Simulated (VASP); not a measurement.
# Rb in VASP: a series of runs

Rb is run at these levels: PBEsol; tasks: single point.

All numbers are computed with VASP 6.6.1; they aren't measurements. Logs are shortened: lines on timing, memory, paths and dates and some standing lists are left out, and cuts for length are marked.

## (1) The cell of the first run

Symmetry: I4/mmm, No. 139, tetragonal system. The conventional cell has a = 5.624 Å, b = 5.624 Å, c = 5.460 Å, α = 90.00°, β = 90.00°, γ = 90.00°.

## (2) Single point, PBEsol (uniaxial strain along c: -2.0 %, then relaxed in part)

INCAR

```
SYSTEM = Rb
  PREC = Accurate
  ENCUT = 520
  EDIFF = 1E-7
  ISMEAR = 0
  SIGMA = 0.1
  LREAL = .False.
  LASPH = .True.
  NELM = 100
  ALGO = Fast
  ISIF = 2
  LWAVE = .False.
  LCHARG = .False.
  GGA = PS
  NBANDS = 16
```

KPOINTS

```
Automatic mesh
0
Gamma
  10 10 10
  0 0 0
```

POSCAR

```
Rb
1.0
    5.6242465277      0.0000000000      0.0000000000
    0.0000000000      5.6242465277      0.0000000000
    0.0000000000      0.0000000000      5.4604111607
Rb
2
Direct
    0.0000000000      0.0000000000      0.0000000000
    0.5000000000      0.5000000000      0.5000000000
```

Potentials or basis: VASP PAW PBE potentials, release 64 (Rb_sv).

The run is started by

```sh
> cat potpaw_PBE.64/Rb_sv/POTCAR > POTCAR
> mpirun -np 1 vasp_std > vasp.out
```

OUTCAR:

```text
SYSTEM = Rb
   PREC = Accurate
   ENCUT = 520
   EDIFF = 1E-7
   ISMEAR = 0
   LREAL = .False.
   LASPH = .True.
   NELM = 100
   ISIF = 2
   GGA = PS

 ion  position               nearest neighbor table
   1  0.000  0.000  0.000-   2 4.82   2 4.82   2 4.82   2 4.82   2 4.82   2 4.82   2 4.82   2 4.82

   2  0.500  0.500  0.500-   1 4.82   1 4.82   1 4.82   1 4.82   1 4.82   1 4.82   1 4.82   1 4.82

  LATTYP: Found a simple tetragonal cell.
 ALAT       =     5.6242465277
 C/A-ratio  =     0.9708698105

  Lattice vectors:

 A1 = (   5.6242465277,   0.0000000000,   0.0000000000)
 A2 = (   0.0000000000,   5.6242465277,   0.0000000000)
 A3 = (   0.0000000000,   0.0000000000,   5.4604111607)

Analysis of symmetry for initial positions (statically):
=====================================================================
 Subroutine PRICEL returns following result:

  LATTYP: Found a body centered tetragonal cell.
 ALAT       =     5.6242465277
 C/A-ratio  =     0.9708698105

  Lattice vectors:

 A1 = (  -2.8121232639,  -2.8121232639,  -2.7302055803)
 A2 = (   2.8121232639,   2.8121232639,  -2.7302055803)
 A3 = (   2.8121232639,  -2.8121232638,   2.7302055803)

   2 primitive cells build up your supercell.

 Routine SETGRP: Setting up the symmetry group for a
 simple tetragonal supercell.

 Subroutine GETGRP returns: Found 16 space group operations
 (whereof 16 operations were pure point group operations)
 out of a pool of 16 trial point group operations.

The static configuration has the point symmetry D_4h.

Analysis of symmetry for dynamics (positions and initial velocities):
=====================================================================
 Subroutine PRICEL returns following result:

  LATTYP: Found a body centered tetragonal cell.
 ALAT       =     5.6242465277
 C/A-ratio  =     0.9708698105

  Lattice vectors:

 A1 = (  -2.8121232639,  -2.8121232639,  -2.7302055803)
 A2 = (   2.8121232639,   2.8121232639,  -2.7302055803)
 A3 = (   2.8121232639,  -2.8121232638,   2.7302055803)

   2 primitive cells build up your supercell.

 Routine SETGRP: Setting up the symmetry group for a
 simple tetragonal supercell.

 Subroutine GETGRP returns: Found 16 space group operations
 (whereof 16 operations were pure point group operations)
 out of a pool of 16 trial point group operations.

The dynamic configuration has the point symmetry D_4h.

 Subroutine INISYM returns: Found 16 space group operations
 (whereof 16 operations are pure point group operations),
[... 93 lines left out ...]
   NELM   =    100;   NELMIN=  2; NELMDL= -5     # of ELM steps
   EDIFF  = 0.1E-06   stopping-criterion for ELM
   LREAL  =      F    real-space projection
   EDIFFG = 0.1E-05   stopping-criterion for IOM
   NSW    =      0    number of steps for IOM
   IBRION =     -1    ionic relax: 0-MD 1-quasi-New 2-CG
   NFREE  =      0    steps in history (QN), initial steepest desc. (CG)
   ISIF   =      2    stress and relaxation
   ISYM   =      2    0-nonsym 1-usesym 2-fastsym
   POTIM  = 0.5000    time-step for ionic-motion
   TEBEG  =    0.0;   TEEND  =   0.0 temperature during run
   PSTRESS=    0.0 pullay stress
   NELECT =      18.0000    total number of electrons
   NUPDOWN=      -1.0000    fix difference up-down
   EMIN   =  10.00;   EMAX   =-10.00  energy-range for DOS
   EFERMI =   0.00;   METHOD = LEGACY
   ISMEAR =     0;   SIGMA  =   0.10  broadening in eV -4-tet -1-fermi 0-gaus
   EFERMI_NEDOS =   21; number of points for ismear=-14 and -15
   IALGO  =     68    algorithm
   IMIX   =      4    mixing-type and parameters
     AMIX     =   0.40;   BMIX     =  1.00
     AMIX_MAG =   1.60;   BMIX_MAG =  1.00
  volume/ion in A,a.u.               =      86.36       582.80
  Fermi-wavevector in a.u.,A,eV,Ry     =   0.770397  1.455838  8.075205  0.593511
  Thomas-Fermi vector in A             =   1.871591
   LORBIT       =      0    0 simple, 1 ext, 2 COOP (PROOUT), +10 PAW based schemes
   GGA     = PS    functional components
   LHFCALC =     F    Hartree Fock is set to
   AEXX    =    0.0000 exact exchange contribution
   IVDW    =     0    specifies the selected vdW correction
   LEPSILON=     F    determine dielectric tensor
   LRPA    =     F    only Hartree local field effects (RPA)
 non-spin polarized calculation
 RMM-DIIS sequential band-by-band and
 Gauss-broadening in eV      SIGMA  =   0.10
  energy-cutoff  :      520.00
  volume of cell :      172.72
 maximum number of plane-waves:      4680
 NGX is ok and might be reduce to    42

 number of electron      18.0000000 magnetization

 Free energy of the ion-electron system (eV)
  ---------------------------------------------------
  ext. energy  EPLUGINS =         0.00000000
  ---------------------------------------------------
  free energy    TOTEN  =        -2.05296139 eV

  energy without entropy =       -2.04373538  energy(sigma->0) =       -2.04834839

 E-fermi :   0.0744     XC(G=0):  -5.6526

 val. band max:        0.0515598638   @ k =   0.5000   0.2000   0.3000
 cond. band min:       0.0826641487   @ k =   0.5000   0.4000   0.0000
 fundamental gap:      0.0311042849
 Fermi energy:         0.0743867766

 k-point     1 :       0.0000    0.0000    0.0000
  band No.  band energies     occupation
      1     -28.7659      2.00000
      2     -28.7562      2.00000
      3     -12.8916      2.00000
      4     -12.8916      2.00000
      5     -12.8849      2.00000
      6     -12.8072      2.00000
[... 433 lines left out ...]
      3     -12.8940      2.00000
      4     -12.8813      2.00000
      5     -12.8713      2.00000
      6     -12.8313      2.00000
[... 8 lines left out ...]
     15       3.3948      0.00000
     16       3.8393      0.00000

 [... further k-points ...]

------------------------ aborting loop because EDIFF is reached ----------------------------------------

  FORCE on cell =-STRESS in cart. coord.  units (eV):
  Direction    XX          YY          ZZ          XY          YZ          ZX
  --------------------------------------------------------------------------------------
  -------------------------------------------------------------------------------------
  Total        0.0006049      0.0006049     -0.0041133      0.0000000      0.0000000      0.0000000
  in kB        0.0056110      0.0056110     -0.0381543      0.0000000      0.0000000      0.0000000
  external PRESSURE =      -0.0089775 kB  Pullay stress =       0.0000000 kB

 VOLUME and BASIS-vectors are now :
 -----------------------------------------------------------------------------
  energy-cutoff  :      520.00
  volume of cell :      172.72
      direct lattice vectors                 reciprocal lattice vectors
     5.624246528  0.000000000  0.000000000     0.177801594  0.000000000  0.000000000
     0.000000000  5.624246528  0.000000000     0.000000000  0.177801594  0.000000000
     0.000000000  0.000000000  5.460411161     0.000000000  0.000000000  0.183136392

 POSITION                                       TOTAL-FORCE (eV/Angst)
 -----------------------------------------------------------------------------------
      0.00000      0.00000      0.00000         0.000000     -0.000000     -0.000000
      2.81212      2.81212      2.73021        -0.000000      0.000000      0.000000
 -----------------------------------------------------------------------------------
    total drift:                                0.000000     -0.000000     -0.000000

  FREE ENERGIE OF THE ION-ELECTRON SYSTEM (eV)
  ---------------------------------------------------
  free  energy   TOTEN  =        -2.0529613885 eV

  energy  without entropy=       -2.0437353817  energy(sigma->0) =       -2.04834839
```

It took 5.4 min on 1 thread of Intel Xeon Platinum 8375C at 2.90GHz (Ice Lake), shared host; peak memory 0.43 GiB.

What came out:

```
Free energy            : -2.0530 eV
Pressure               : 0.0 GPa
Band gap on the k mesh : zero (band 9 reaches 1.37 eV, above the bottom of band 10 at -0.59 eV)
```

Caveat: the cell differs from its parent crystal (uniaxial strain along c: -2.0 %, then relaxed in part); the PAW data sets were made with another functional, which shifts forces and pressure a little.

## (3) Single point, PBEsol (uniaxial strain along c: +2.0 %)

INCAR

```
ALGO = Fast
EDIFF = 1E-6
ENCUT = 520
GGA = PS
ISIF = 2
ISMEAR = 0
LASPH = True
LCHARG = False
LREAL = False
LWAVE = False
NBANDS = 16
NELM = 80
PREC = Accurate
SIGMA = 0.1
```

KPOINTS

```
k-points
0
Gamma
  10 10 10
```

POSCAR

```
Rb
1.0
    5.5439888826      0.0000000000      0.0000000000
    0.0000000000      5.5439888826      0.0000000000
    0.0000000000      0.0000000000      5.6832850857
Rb
2
Direct
    0.0000000000      0.0000000000      0.0000000000
    0.5000000000      0.5000000000      0.5000000000
```

Potentials or basis: VASP PAW PBE potentials, release 64 (Rb_sv).

The run is started by

```sh
> cat potpaw_PBE.64/Rb_sv/POTCAR > POTCAR
> mpirun -np 1 vasp_std > vasp.out
```

Run time: 3.8 min. Hardware: 1 thread of Intel Xeon Platinum 8375C at 2.90GHz (Ice Lake), shared host; peak memory 0.43 GiB.

It converged, with:

```
Free energy            : -2.0528 eV
Pressure               : 0.0 GPa
Band gap on the k mesh : zero (band 9 reaches 1.33 eV, above the bottom of band 10 at -0.63 eV)
```

Levels at points of the mesh, in eV from the Fermi level:
| k point | band 7 | band 8 | band 9 | band 10 | band 11 | band 12 |
| --- | --- | --- | --- | --- | --- | --- |
| (0.00, 0.00, 0.00) | -12.89 | -12.89 | -2.04 | 1.19 | 1.26 | 3.17 |
| (0.50, 0.00, 0.00) | -12.93 | -12.93 | -0.61 | -0.61 | 2.33 | 2.33 |
| (0.50, 0.50, 0.00) | -12.89 | -12.89 | 0.24 | 0.24 | 0.84 | 0.84 |
| (0.00, 0.00, 0.50) | -12.93 | -12.93 | -0.68 | -0.68 | 2.32 | 2.32 |
| (0.50, 0.00, 0.50) | -12.89 | -12.89 | 0.20 | 0.20 | 0.78 | 0.78 |
| (0.50, 0.50, 0.50) | -12.94 | -12.94 | 1.28 | 1.28 | 1.31 | 1.31 |

Caveat: the cell differs from its parent crystal (uniaxial strain along c: +2.0 %); the PAW data sets were made with another functional, which shifts forces and pressure a little.

## (4) Single point, PBEsol

This run uses another cell than the first one: it holds 1 atom, not 2.

INCAR

```
SYSTEM = Rb
PREC = Accurate
ENCUT = 520
EDIFF = 1E-6
ISMEAR = 0
SIGMA = 0.1
LREAL = .FALSE.
LASPH = .TRUE.
NELM = 100
ALGO = Normal
ISIF = 2
LWAVE = .FALSE.
LCHARG = .FALSE.
GGA = PS
NBANDS = 10
```

KPOINTS

```
Automatic mesh
0
G
  10 10 10
  0 0 0
```

POSCAR

```
Rb
1.0
   -2.7859239580      2.7859239580      2.7859239580
    2.7859239580     -2.7859239580      2.7859239580
    2.7859239580      2.7859239580     -2.7859239580
Rb
1
Direct
    0.0000000000      0.0000000000      0.0000000000
```

The run is started by

```sh
> cat potpaw_PBE.64/Rb_sv/POTCAR > POTCAR
> mpirun -np 1 vasp_std > vasp.out
```

It took 12 s on 1 thread of Intel Xeon 6975P-C (Granite Rapids), shared host; peak memory 0.21 GiB.

Results (log left out):

```yaml
Free_energy: -1.0242 eV
Pressure: 0.0 GPa
```

Levels at points of the mesh, in eV from the Fermi level:
```csv
k point,band 3,band 4,band 5,band 6,band 7,band 8
"(0.00, 0.00, 0.00)",-12.87,-12.87,-2.05,3.72,3.72,3.72
"(0.50, 0.00, 0.00)",-12.91,-12.87,0.22,0.81,2.59,4.37
"(0.50, 0.50, 0.50)",-12.96,-12.96,1.23,1.23,3.37,3.37
```

Caveat: the PAW data sets were made with another functional, which shifts forces and pressure a little.

## (5) The runs side by side

| cell | gap on the mesh (eV) | pressure (GPa) |
| --- | --- | --- |
| a = 5.624, b = 5.624, c = 5.460 Å, 2 atoms | none | 0.0 |
| a = 5.544, b = 5.544, c = 5.683 Å, 2 atoms | none | 0.0 |
| a = 4.825 Å, angles 109.5°, 1 atom | none | 0.0 |

Alike in all rows: task single point; level PBEsol; potentials or basis VASP PAW PBE potentials, release 64 (Rb_sv); no spin polarisation; k mesh 10 × 10 × 10; cutoff (eV) 520; smearing gaussian 0.1 eV.

Caveats: the PAW data sets were made with another functional, which shifts forces and pressure a little.

Total energies depend on the potentials used, so only differences within one code and one set of settings carry meaning.
